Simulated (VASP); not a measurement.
# C2SH6 in VASP: single point with PBE+D3(BJ)

Aim: the single point of C2SH6 with PBE+D3(BJ).

Program: VASP 6.6.1. These are calculated values, not measurements. Logs are shortened: lines on timing, memory, paths and dates and some standing lists are left out, and cuts for length are marked.

## (1) The cell of the first run

The cell holds a molecule in a box, 9 atoms: a = 15.420 Å, b = 14.500 Å, c = 15.000 Å, α = 90.00°, β = 90.00°, γ = 90.00°.

## (2) Single point, PBE+D3(BJ)

Contents of INCAR:

```
SYSTEM = H6C2S
ALGO = Normal
EDIFF = 1E-6
ENCUT = 1000
GGA = PE
GGA_COMPAT = .False.
ISIF = 2
ISMEAR = 0
ISYM = 0
IVDW = 12
LASPH = .True.
LCHARG = .True.
LELF = .True.
LREAL = .False.
LVHAR = .True.
LWAVE = .False.
NBANDS = 20
NELM = 120
NELMDL = -8
PREC = Accurate
SIGMA = 0.005
```

Contents of KPOINTS:

```
k-points
0
Gamma
  1 1 1
  0 0 0
```

Contents of POSCAR:

```
H6C2S
1.0
   15.4196236952      0.0000000000      0.0000000000
    0.0000000000     14.5000000000      0.0000000000
    0.0000000000      0.0000000000     15.0000000000
C S H
2 1 6
Direct
    0.5843427277      0.5422611194      0.5140883482
    0.4130564441      0.4966253957      0.4848605213
    0.5012312328      0.5563302253      0.4299752198
    0.5985719912      0.4690354430      0.5256624116
    0.6429820694      0.5761294168      0.4888829707
    0.5652688093      0.5751680348      0.5770322959
    0.4293953421      0.4239621530      0.4967953575
    0.3569599297      0.4999231149      0.4400794759
    0.3961125631      0.5301022296      0.5481673020
```

Potentials or basis: VASP PAW PBE potentials, release 64 (C_h, S, H_h).

Started as:

```
> cat potpaw_PBE.64/C_h/POTCAR potpaw_PBE.64/S/POTCAR potpaw_PBE.64/H_h/POTCAR > POTCAR
> mpirun -np 1 vasp_gam > vasp.out
```

OUTCAR:

```text
SYSTEM = H6C2S
   EDIFF = 1E-6
   ENCUT = 1000
   GGA = PE
   ISIF = 2
   ISMEAR = 0
   ISYM = 0
   IVDW = 12
   LASPH = .True.
   LREAL = .False.
   NELM = 120
   NELMDL = -8
   PREC = Accurate
 IVDW          = 12

 ion  position               nearest neighbor table
   1  0.584  0.542  0.514-   5 1.10   6 1.10   4 1.10   3 1.81
   2  0.413  0.497  0.485-   8 1.10   9 1.10   7 1.10   3 1.81
   3  0.501  0.556  0.430-   2 1.81   1 1.81
   4  0.599  0.469  0.526-   1 1.10
   5  0.643  0.576  0.489-   1 1.10
   6  0.565  0.575  0.577-   1 1.10
   7  0.429  0.424  0.497-   2 1.10
   8  0.357  0.500  0.440-   2 1.10
   9  0.396  0.530  0.548-   2 1.10

IMPORTANT INFORMATION: All symmetrisations will be switched off!
NOSYMM: (Re-)initialisation of all symmetry stuff for point group C_1.

----------------------------------------------------------------------------------------

                                     Primitive cell

  volume of cell :    3353.7682

  direct lattice vectors                    reciprocal lattice vectors
    15.419623695  0.000000000  0.000000000     0.064852426  0.000000000  0.000000000
     0.000000000 14.500000000  0.000000000     0.000000000  0.068965517  0.000000000
     0.000000000  0.000000000 15.000000000     0.000000000  0.000000000  0.066666667

  length of vectors
    15.419623695 14.500000000 15.000000000     0.064852426  0.068965517  0.066666667

  position of ions in fractional coordinates (direct lattice)
     0.584342728  0.542261119  0.514088348
     0.413056444  0.496625396  0.484860521
     0.501231233  0.556330225  0.429975220
     0.598571991  0.469035443  0.525662412
     0.642982069  0.576129417  0.488882971
     0.565268809  0.575168035  0.577032296
     0.429395342  0.423962153  0.496795357
     0.356959930  0.499923115  0.440079476
     0.396112563  0.530102230  0.548167302

  ion indices of the primitive-cell ions
   primitive index   ion index
                 1           1
                 2           2
                 3           3
                 4           4
                 5           5
                 6           6
                 7           7
                 8           8
                 9           9

----------------------------------------------------------------------------------------

 KPOINTS: k-points

Automatic generation of k-mesh.
 Grid dimensions read from file:
 generate k-points for:    1    1    1

 Generating k-lattice:

  Cartesian coordinates                     Fractional coordinates (reciprocal lattice)
     0.064852426  0.000000000  0.000000000     1.000000000  0.000000000  0.000000000
     0.000000000  0.068965517  0.000000000     0.000000000  1.000000000  0.000000000
     0.000000000  0.000000000  0.066666667     0.000000000  0.000000000  1.000000000

  Length of vectors
     0.064852426  0.068965517  0.066666667

  Shift w.r.t. Gamma in fractional coordinates (k-lattice)
     0.000000000  0.000000000  0.000000000

 Subroutine IBZKPT returns following result:
 ===========================================

 Found      1 irreducible k-points:

 Following reciprocal coordinates:
            Coordinates               Weight
  0.000000  0.000000  0.000000      1.000000
   k-points           NKPTS =      1   k-points in BZ     NKDIM =      1   number of bands    NBANDS=     20
   number of dos      NEDOS =    301   number of ions     NIONS =      9
   total plane-waves  NPLWV = ******
   dimension x,y,z NGX =   160 NGY =  150 NGZ =  160
   dimension x,y,z NGXF=   320 NGYF=  300 NGZF=  320
   ions per type =               2   1   6
   NGX,Y,Z   is equivalent  to a cutoff of  17.25, 17.20, 17.73 a.u.
   NGXF,Y,Z  is equivalent  to a cutoff of  34.50, 34.40, 35.47 a.u.
 SYSTEM =  H6C2S
   PREC   = accura    normal or accurate (medium, high low for compatibility)
   ISTART =      0    job   : 0-new  1-cont  2-samecut
   ICHARG =      2    charge: 1-file 2-atom 10-const
   ISPIN  =      1    spin polarized calculation?
   LNONCOLLINEAR =      F non collinear calculations
   LSORBIT =      F    spin-orbit coupling
   LASPH  =      T    aspherical Exc in radial PAW
   ENCUT  = 1000.0 eV  73.50 Ry    8.57 a.u.  39.76 37.39 38.68*2*pi/ulx,y,z
   NELM   =    120;   NELMIN=  2; NELMDL= -8     # of ELM steps
   EDIFF  = 0.1E-05   stopping-criterion for ELM
   LREAL  =      F    real-space projection
   EDIFFG = 0.1E-04   stopping-criterion for IOM
   NSW    =      0    number of steps for IOM
   IBRION =     -1    ionic relax: 0-MD 1-quasi-New 2-CG
   NFREE  =      0    steps in history (QN), initial steepest desc. (CG)
   ISIF   =      2    stress and relaxation
   ISYM   =      0    0-nonsym 1-usesym 2-fastsym
   POTIM  = 0.5000    time-step for ionic-motion
   TEBEG  =    0.0;   TEEND  =   0.0 temperature during run
   PSTRESS=    0.0 pullay stress
   NELECT =      20.0000    total number of electrons
   NUPDOWN=      -1.0000    fix difference up-down
   EMIN   =  10.00;   EMAX   =-10.00  energy-range for DOS
   EFERMI =   0.00;   METHOD = LEGACY
   ISMEAR =     0;   SIGMA  =   0.01  broadening in eV -4-tet -1-fermi 0-gaus
   EFERMI_NEDOS =   21; number of points for ismear=-14 and -15
   IALGO  =     38    algorithm
   IMIX   =      4    mixing-type and parameters
     AMIX     =   0.40;   BMIX     =  1.00
     AMIX_MAG =   1.60;   BMIX_MAG =  1.00
  volume/ion in A,a.u.               =     372.64      2514.70
  Fermi-wavevector in a.u.,A,eV,Ry     =   0.296875  0.561013  1.199147  0.088135
  Thomas-Fermi vector in A             =   1.161825
   LORBIT       =      0    0 simple, 1 ext, 2 COOP (PROOUT), +10 PAW based schemes
   GGA     = PE    functional components
   LHFCALC =     F    Hartree Fock is set to
   AEXX    =    0.0000 exact exchange contribution
   IVDW    =    12    specifies the selected vdW correction
   LEPSILON=     F    determine dielectric tensor
   LRPA    =     F    only Hartree local field effects (RPA)
 non-spin polarized calculation
 Gauss-broadening in eV      SIGMA  =   0.01
  energy-cutoff  :     1000.00
  volume of cell :     3353.77
 maximum number of plane-waves:    120403
 NGX is ok and might be reduce to   160
   NGX = 79   NGY = 75   NGZ = 77

 number of electron      20.0000000 magnetization

 Free energy of the ion-electron system (eV)
  ---------------------------------------------------
  ext. energy  EPLUGINS =         0.00000000
  ---------------------------------------------------
  free energy    TOTEN  =       -44.21924135 eV

  energy without entropy =      -44.21924135  energy(sigma->0) =      -44.21924135

 E-fermi :  -4.9228     XC(G=0):  -0.4336

 val. band max:       -4.9626597431   @ k =   0.0000   0.0000   0.0000
 cond. band min:      -0.4917756689   @ k =   0.0000   0.0000   0.0000
 fundamental gap:      4.4708840742
 Fermi energy:        -4.9227988596

 k-point     1 :       0.0000    0.0000    0.0000
  band No.  band energies     occupation
      1     -19.6534      2.00000
      2     -17.2347      2.00000
      3     -14.5656      2.00000
      4     -10.6296      2.00000
      5     -10.5447      2.00000
      6     -10.2466      2.00000
      7      -9.7280      2.00000
      8      -8.7024      2.00000
      9      -7.4976      2.00000
     10      -4.9627      2.00000
     11      -0.4918      0.00000
     12      -0.3414      0.00000
     13       0.1873      0.00000
     14       0.3319      0.00000
     15       0.3619      0.00000
     16       0.4973      0.00000
     17       0.6687      0.00000
     18       0.7212      0.00000
     19       0.9063      0.00000
     20       0.9633      0.00000

------------------------ aborting loop because EDIFF is reached ----------------------------------------

 Edisp (eV)   -0.15679

 E8    (eV) :    -0.0477

  FORCE on cell =-STRESS in cart. coord.  units (eV):
  Direction    XX          YY          ZZ          XY          YZ          ZX
  --------------------------------------------------------------------------------------
  -------------------------------------------------------------------------------------
  Total      -0.16956    -0.07113    -0.13791    -0.03519     0.04222    -0.01878
  in kB      -0.08100    -0.03398    -0.06588    -0.01681     0.02017    -0.00897
  external pressure =       -0.06 kB  Pullay stress =        0.00 kB

 VOLUME and BASIS-vectors are now :
 -----------------------------------------------------------------------------
  energy-cutoff  :     1000.00
  volume of cell :     3353.77
      direct lattice vectors                 reciprocal lattice vectors
    15.419623695  0.000000000  0.000000000     0.064852426  0.000000000  0.000000000
     0.000000000 14.500000000  0.000000000     0.000000000  0.068965517  0.000000000
     0.000000000  0.000000000 15.000000000     0.000000000  0.000000000  0.066666667

 POSITION                                       TOTAL-FORCE (eV/Angst)
 -----------------------------------------------------------------------------------
      9.01034      7.86279      7.71133        -0.054009      0.008055     -0.052778
      6.36917      7.20107      7.27291         0.057193      0.035918     -0.033978
      7.72880      8.06679      6.44963        -0.003218     -0.043364      0.085140
      9.22975      6.80101      7.88494         0.000188     -0.002796     -0.000474
      9.91454      8.35388      7.33324         0.006483      0.001933      0.000063
      8.71623      8.33994      8.65548        -0.001693      0.001808      0.002130
      6.62111      6.14745      7.45193         0.001544     -0.002526     -0.000277
      5.50419      7.24889      6.60119        -0.006212     -0.001047     -0.002024
      6.10791      7.68648      8.22251        -0.000276      0.002018      0.002198
 -----------------------------------------------------------------------------------
    total drift:                                0.000031      0.000016      0.000010

  FREE ENERGIE OF THE ION-ELECTRON SYSTEM (eV)
  ---------------------------------------------------
  free  energy   TOTEN  =       -44.3760264942 eV

  energy  without entropy=      -44.3760264942  energy(sigma->0) =      -44.37602649
```

Wall time 7.3 min (1 thread of AMD EPYC 9R45 (Zen 5), shared host); peak memory 5.6 GiB.

What came out:

```
Free energy                     : -44.3760 eV
Largest force                   : 0.096 eV/Å
Gap between the frontier levels : 4.47 eV
Dispersion energy per atom      : -0.017 eV
```

Forces in eV/Å, atoms in the order of the input:
```
C   -0.054  0.008 -0.053
C    0.057  0.036 -0.034
S   -0.003 -0.043  0.085
H    0.000 -0.003  0.000
H    0.006  0.002  0.000
H   -0.002  0.002  0.002
H    0.002 -0.003  0.000
H   -0.006 -0.001 -0.002
H    0.000  0.002  0.002
```

Levels at points of the mesh, in eV from the valence-band top:
| k point | band 8 | band 9 | band 10 | band 11 | band 12 | band 13 |
| --- | --- | --- | --- | --- | --- | --- |
| (0.00, 0.00, 0.00) | -3.74 | -2.53 | 0.00 | 4.47 | 4.62 | 5.15 |
